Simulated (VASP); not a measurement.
# PtBr2 (P4/mmm) in VASP: further runs

PtBr2 is run at these levels: PBE; tasks: single point, relaxation of cell and atoms.

Everything below comes from runs of VASP 6.6.1. Logs are shortened: lines on timing, memory, paths and dates and some standing lists are left out, and cuts for length are marked.

**1. The cell of the first run**

The structure is tetragonal, space group P4/mmm (No. 123). The conventional cell has a = 3.801 Å, b = 3.801 Å, c = 5.107 Å, α = 90.00°, β = 90.00°, γ = 90.00°. Pt (site symmetry 4/mmm) has 6 Br at 2.55 to 2.69 Å within 3.4 Å. Within 3.4 Å of Br (site symmetry 4/mmm) lie 2 Pt at 2.55 Å. Within 3.5 Å of Br (site symmetry 4/mmm) lie 4 Pt at 2.69 Å.

**2. Single point, PBE**

Contents of INCAR:

```
ALGO = Normal ; EDIFF = 1E-7
ENCUT = 520 ; GGA = PE
ISIF = 2 ; ISMEAR = 0
LASPH = T ; LCHARG = F
LREAL = F ; LWAVE = F
NBANDS = 19 ; NELM = 60
PREC = Accurate ; SIGMA = 0.1
```

Contents of KPOINTS:

```
k-points
0
Gamma
  12 12 10
```

Contents of POSCAR:

```
PtBr2
1.0
    3.8010738245      0.0000000000      0.0000000000
    0.0000000000      3.8010738245      0.0000000000
    0.0000000000      0.0000000000      5.1065014546
Pt Br
1 2
Direct
    0.0000000000      0.0000000000      0.0000000000
    0.0000000000      0.0000000000      0.5000000000
    0.5000000000      0.5000000000      0.0000000000
```

Potentials or basis: VASP PAW PBE potentials, release 64 (Pt, Br).

Run with:

```console
$ cat potpaw_PBE.64/Pt/POTCAR potpaw_PBE.64/Br/POTCAR > POTCAR
$ mpirun -np 1 vasp_std > vasp.out
```

OUTCAR:

```text
EDIFF = 1E-7
   ENCUT = 520
   GGA = PE
   ISIF = 2
   ISMEAR = 0
   LASPH = T
   LREAL = F
   NELM = 60
   PREC = Accurate

 ion  position               nearest neighbor table
   1  0.000  0.000  0.000-   2 2.55   2 2.55   3 2.69   3 2.69   3 2.69   3 2.69
   2  0.000  0.000  0.500-   1 2.55   1 2.55
   3  0.500  0.500  0.000-   1 2.69   1 2.69   1 2.69   1 2.69

  LATTYP: Found a simple tetragonal cell.
 ALAT       =     3.8010738245
 C/A-ratio  =     1.3434365367

  Lattice vectors:

 A1 = (   3.8010738245,   0.0000000000,   0.0000000000)
 A2 = (   0.0000000000,   3.8010738245,   0.0000000000)
 A3 = (   0.0000000000,   0.0000000000,   5.1065014546)

Analysis of symmetry for initial positions (statically):
=====================================================================
 Subroutine PRICEL returns:
 Original cell was already a primitive cell.

 Routine SETGRP: Setting up the symmetry group for a
 simple tetragonal supercell.

 Subroutine GETGRP returns: Found 16 space group operations
 (whereof 16 operations were pure point group operations)
 out of a pool of 16 trial point group operations.

The static configuration has the point symmetry D_4h.

Analysis of symmetry for dynamics (positions and initial velocities):
=====================================================================
 Subroutine PRICEL returns:
 Original cell was already a primitive cell.

 Routine SETGRP: Setting up the symmetry group for a
 simple tetragonal supercell.

 Subroutine GETGRP returns: Found 16 space group operations
 (whereof 16 operations were pure point group operations)
 out of a pool of 16 trial point group operations.

The dynamic configuration has the point symmetry D_4h.

 Subroutine INISYM returns: Found 16 space group operations
 (whereof 16 operations are pure point group operations),
 and found     1 'primitive' translations

----------------------------------------------------------------------------------------

                                     Primitive cell

  volume of cell :      73.7796

  direct lattice vectors                    reciprocal lattice vectors
     3.801073824  0.000000000  0.000000000     0.263083551  0.000000000  0.000000000
     0.000000000  3.801073824  0.000000000     0.000000000  0.263083551  0.000000000
     0.000000000  0.000000000  5.106501455     0.000000000  0.000000000  0.195828790

  length of vectors
     3.801073824  3.801073824  5.106501455     0.263083551  0.263083551  0.195828790

  position of ions in fractional coordinates (direct lattice)
     0.000000000  0.000000000  0.000000000
     0.000000000  0.000000000  0.500000000
     0.500000000  0.500000000  0.000000000

  ion indices of the primitive-cell ions
   primitive index   ion index
                 1           1
                 2           2
                 3           3

----------------------------------------------------------------------------------------

 KPOINTS: k-points

Automatic generation of k-mesh.
 Grid dimensions read from file:
 generate k-points for:   12   12   10

 Generating k-lattice:

  Cartesian coordinates                     Fractional coordinates (reciprocal lattice)
     0.021923629  0.000000000  0.000000000     0.083333333  0.000000000  0.000000000
     0.000000000  0.021923629  0.000000000     0.000000000  0.083333333  0.000000000
     0.000000000  0.000000000  0.019582879     0.000000000  0.000000000  0.100000000

  Length of vectors
     0.021923629  0.021923629  0.019582879

  Shift w.r.t. Gamma in fractional coordinates (k-lattice)
     0.000000000  0.000000000  0.000000000

 Subroutine IBZKPT returns following result:
 ===========================================

 Found    168 irreducible k-points:

 Following reciprocal coordinates:
            Coordinates               Weight
  0.000000  0.000000  0.000000      1.000000
  0.083333  0.000000  0.000000      4.000000
  0.166667  0.000000  0.000000      4.000000
  0.250000  0.000000  0.000000      4.000000
  0.333333  0.000000  0.000000      4.000000
  0.416667  0.000000  0.000000      4.000000
[... 16 lines left out ...]
  0.333333  0.333333  0.000000      4.000000
  0.416667  0.333333  0.000000      8.000000
 [... further k-points ...]
   k-points           NKPTS =    168   k-points in BZ     NKDIM =    168   number of bands    NBANDS=     19
   number of dos      NEDOS =    301   number of ions     NIONS =      3
   total plane-waves  NPLWV =  31360
   dimension x,y,z NGX =    28 NGY =   28 NGZ =   40
   dimension x,y,z NGXF=    56 NGYF=   56 NGZF=   80
   ions per type =               1   2
   NGX,Y,Z   is equivalent  to a cutoff of  12.25, 12.25, 13.02 a.u.
   NGXF,Y,Z  is equivalent  to a cutoff of  24.49, 24.49, 26.04 a.u.
 SYSTEM =  unknown system
   PREC   = accura    normal or accurate (medium, high low for compatibility)
   ISTART =      0    job   : 0-new  1-cont  2-samecut
   ICHARG =      2    charge: 1-file 2-atom 10-const
   ISPIN  =      1    spin polarized calculation?
   LNONCOLLINEAR =      F non collinear calculations
   LSORBIT =      F    spin-orbit coupling
   LASPH  =      T    aspherical Exc in radial PAW
   ENCUT  =  520.0 eV  38.22 Ry    6.18 a.u.   7.07  7.07  9.49*2*pi/ulx,y,z
   NELM   =     60;   NELMIN=  2; NELMDL= -5     # of ELM steps
   EDIFF  = 0.1E-06   stopping-criterion for ELM
   LREAL  =      F    real-space projection
   EDIFFG = 0.1E-05   stopping-criterion for IOM
   NSW    =      0    number of steps for IOM
   IBRION =     -1    ionic relax: 0-MD 1-quasi-New 2-CG
   NFREE  =      0    steps in history (QN), initial steepest desc. (CG)
   ISIF   =      2    stress and relaxation
   ISYM   =      2    0-nonsym 1-usesym 2-fastsym
   POTIM  = 0.5000    time-step for ionic-motion
   TEBEG  =    0.0;   TEEND  =   0.0 temperature during run
   PSTRESS=    0.0 pullay stress
   NELECT =      24.0000    total number of electrons
   NUPDOWN=      -1.0000    fix difference up-down
   EMIN   =  10.00;   EMAX   =-10.00  energy-range for DOS
   EFERMI =   0.00;   METHOD = LEGACY
   ISMEAR =     0;   SIGMA  =   0.10  broadening in eV -4-tet -1-fermi 0-gaus
   EFERMI_NEDOS =   21; number of points for ismear=-14 and -15
   IALGO  =     38    algorithm
   IMIX   =      4    mixing-type and parameters
     AMIX     =   0.40;   BMIX     =  1.00
     AMIX_MAG =   1.60;   BMIX_MAG =  1.00
  volume/ion in A,a.u.               =      24.59       165.96
  Fermi-wavevector in a.u.,A,eV,Ry     =   1.125900  2.127643 17.247442  1.267651
  Thomas-Fermi vector in A             =   2.262579
   LORBIT       =      0    0 simple, 1 ext, 2 COOP (PROOUT), +10 PAW based schemes
   GGA     = PE    functional components
   LHFCALC =     F    Hartree Fock is set to
   AEXX    =    0.0000 exact exchange contribution
   IVDW    =     0    specifies the selected vdW correction
   LEPSILON=     F    determine dielectric tensor
   LRPA    =     F    only Hartree local field effects (RPA)
 non-spin polarized calculation
 Gauss-broadening in eV      SIGMA  =   0.10
  energy-cutoff  :      520.00
  volume of cell :       73.78
 maximum number of plane-waves:      2024
   NGX = 15   NGY = 15   NGZ = 19

 number of electron      23.9999997 magnetization

 Free energy of the ion-electron system (eV)
  ---------------------------------------------------
  ext. energy  EPLUGINS =         0.00000000
  ---------------------------------------------------
  free energy    TOTEN  =        -9.16330252 eV

  energy without entropy =       -9.15229754  energy(sigma->0) =       -9.15780003

 E-fermi :   3.2446     XC(G=0):  -9.6364

 val. band max:        3.2441395163   @ k =   0.0833   0.0000   0.4000
 cond. band min:       3.2456480014   @ k =   0.5000   0.2500   0.0000
 fundamental gap:      0.0015084851
 Fermi energy:         3.2445667502

 k-point     1 :       0.0000    0.0000    0.0000
  band No.  band energies     occupation
      1     -12.7082      2.00000
      2     -11.2516      2.00000
      3      -1.3003      2.00000
      4      -0.0358      2.00000
      5      -0.0358      2.00000
      6       0.2730      2.00000
[... 11 lines left out ...]
     18      14.7933      0.00000
     19      14.9919      0.00000

 k-point     2 :       0.0833    0.0000    0.0000
  band No.  band energies     occupation
      1     -12.6768      2.00000
      2     -11.2489      2.00000
      3      -1.2740      2.00000
      4      -0.5647      2.00000
      5      -0.3901      2.00000
      6       0.5127      2.00000
[... 11 lines left out ...]
     18      14.7066      0.00000
     19      14.8017      0.00000

 k-point     3 :       0.1667    0.0000    0.0000
  band No.  band energies     occupation
      1     -12.5876      2.00000
      2     -11.2435      2.00000
      3      -1.3603      2.00000
      4      -1.1969      2.00000
      5      -0.9063      2.00000
      6       0.7495      2.00000
[... 11 lines left out ...]
     18      14.0075      0.00000
     19      14.8257      0.00000

 k-point     4 :       0.2500    0.0000    0.0000
  band No.  band energies     occupation
      1     -12.4561      2.00000
      2     -11.2424      2.00000
      3      -2.1171      2.00000
      4      -1.3464      2.00000
      5      -1.0735      2.00000
      6       0.4863      2.00000
[... 11 lines left out ...]
     18      13.4984      0.00000
     19      13.5878      0.00000

 k-point     5 :       0.3333    0.0000    0.0000
  band No.  band energies     occupation
      1     -12.3096      2.00000
      2     -11.2519      2.00000
      3      -2.7221      2.00000
      4      -1.6725      2.00000
      5      -0.9129      2.00000
      6       0.2021      2.00000
[... 11 lines left out ...]
     18      12.4858      0.00000
     19      13.3201      0.00000

 k-point     6 :       0.4167    0.0000    0.0000
  band No.  band energies     occupation
      1     -12.1887      2.00000
      2     -11.2697      2.00000
      3      -3.1105      2.00000
      4      -1.8719      2.00000
      5      -0.7370      2.00000
      6      -0.0488      2.00000
[... 11 lines left out ...]
     18      11.6671      0.00000
     19      12.9898      0.00000

 k-point     7 :       0.5000    0.0000    0.0000
  band No.  band energies     occupation
      1     -12.1404      2.00000
      2     -11.2797      2.00000
      3      -3.2443      2.00000
      4      -1.9389      2.00000
      5      -0.6334      2.00000
      6      -0.1774      2.00000
[... 11 lines left out ...]
     18      12.0323      0.00000
     19      12.6395      0.00000

 k-point     8 :       0.0833    0.0833    0.0000
  band No.  band energies     occupation
      1     -12.6467      2.00000
      2     -11.2461      2.00000
      3      -1.2473      2.00000
      4      -0.9421      2.00000
      5      -0.5127      2.00000
      6       0.7786      2.00000
[... 256 lines left out ...]
 k-point    20 :       0.3333    0.2500    0.0000
  band No.  band energies     occupation
      1     -12.2201      2.00000
      2     -11.2027      2.00000
      3      -2.5881      2.00000
      4      -1.5746      2.00000
      5      -0.6199      2.00000
      6       0.3333      2.00000
[... 11 lines left out ...]
     18      12.5118      0.00000
     19      12.7478      0.00000

 k-point    21 :       0.4167    0.2500    0.0000
  band No.  band energies     occupation
      1     -12.1562      2.00000
      2     -11.1972      2.00000
      3      -2.6235      2.00000
      4      -1.7842      2.00000
      5      -0.4030      2.00000
      6       0.1189      2.00000
[... 11 lines left out ...]
     18      12.4587      0.00000
     19      13.4946      0.00000

 k-point    22 :       0.5000    0.2500    0.0000
  band No.  band energies     occupation
      1     -12.1319      2.00000
      2     -11.1958      2.00000
      3      -2.6257      2.00000
      4      -1.8757      2.00000
      5      -0.2325      2.00000
      6      -0.0541      2.00000
[... 11 lines left out ...]
     18      12.4357      0.00000
     19      13.8246      0.00000

 k-point    23 :       0.3333    0.3333    0.0000
  band No.  band energies     occupation
      1     -12.1743      2.00000
      2     -11.1778      2.00000
      3      -2.4753      2.00000
      4      -1.6131      2.00000
      5      -0.4171      2.00000
      6       0.3525      2.00000
[... 11 lines left out ...]
     18      12.4249      0.00000
     19      13.0147      0.00000

 k-point    24 :       0.4167    0.3333    0.0000
  band No.  band energies     occupation
      1     -12.1403      2.00000
      2     -11.1595      2.00000
      3      -2.3326      2.00000
      4      -1.7377      2.00000
      5      -0.1888      2.00000
      6       0.2456      2.00000
[... 11 lines left out ...]
     18      12.8265      0.00000
     19      13.8761      0.00000

 [... further k-points ...]
[... 5 lines left out ...]
  --------------------------------------------------------------------------------------
  -------------------------------------------------------------------------------------
  Total       -0.0238138     -0.0238138     -0.0038337      0.0000000     -0.0000000      0.0000000
  in kB       -0.5171335     -0.5171335     -0.0832524      0.0000000     -0.0000000      0.0000000
  external PRESSURE =      -0.3725065 kB  Pullay stress =       0.0000000 kB

 VOLUME and BASIS-vectors are now :
 -----------------------------------------------------------------------------
  energy-cutoff  :      520.00
  volume of cell :       73.78
      direct lattice vectors                 reciprocal lattice vectors
     3.801073824  0.000000000  0.000000000     0.263083551  0.000000000  0.000000000
     0.000000000  3.801073824  0.000000000     0.000000000  0.263083551  0.000000000
     0.000000000  0.000000000  5.106501455     0.000000000  0.000000000  0.195828790

 POSITION                                       TOTAL-FORCE (eV/Angst)
 -----------------------------------------------------------------------------------
      0.00000      0.00000      0.00000         0.000000      0.000000      0.000000
      0.00000      0.00000      2.55325         0.000000      0.000000      0.000000
      1.90054      1.90054      0.00000         0.000000      0.000000      0.000000
 -----------------------------------------------------------------------------------
    total drift:                               -0.000000      0.000000     -0.000000

  FREE ENERGIE OF THE ION-ELECTRON SYSTEM (eV)
  ---------------------------------------------------
  free  energy   TOTEN  =        -9.1633025201 eV

  energy  without entropy=       -9.1522975448  energy(sigma->0) =       -9.15780003
```

Wall time 3.2 min (1 thread of Intel Xeon 6975P-C, shared host); peak memory 0.36 GiB.

Results:

* Free energy: -9.1633 eV
* Pressure: 0.0 GPa
* Band gap on the k mesh: zero (band 12 reaches 4.98 eV, above the bottom of band 13 at 1.89 eV)

Levels at points of the mesh, in eV from the Fermi level:
```csv
k point,band 10,band 11,band 12,band 13,band 14,band 15
"(0.00, 0.00, 0.00)",-1.79,-1.51,-0.91,-0.91,0.53,5.86
"(0.50, 0.00, 0.00)",-1.13,-1.03,-0.64,1.73,5.43,5.75
"(0.50, 0.50, 0.00)",-1.94,-1.90,-1.41,-1.35,0.49,6.46
"(0.00, 0.00, 0.50)",-2.40,-0.93,0.07,0.07,5.45,7.68
"(0.50, 0.00, 0.50)",-0.62,0.17,1.74,2.68,4.32,5.61
"(0.50, 0.50, 0.50)",-1.35,-1.26,-0.61,-0.61,5.74,8.49
```

Caveat: spin-orbit coupling is left out, which moves the levels of the heavy elements.

(Part 1 of 2 ends here.)
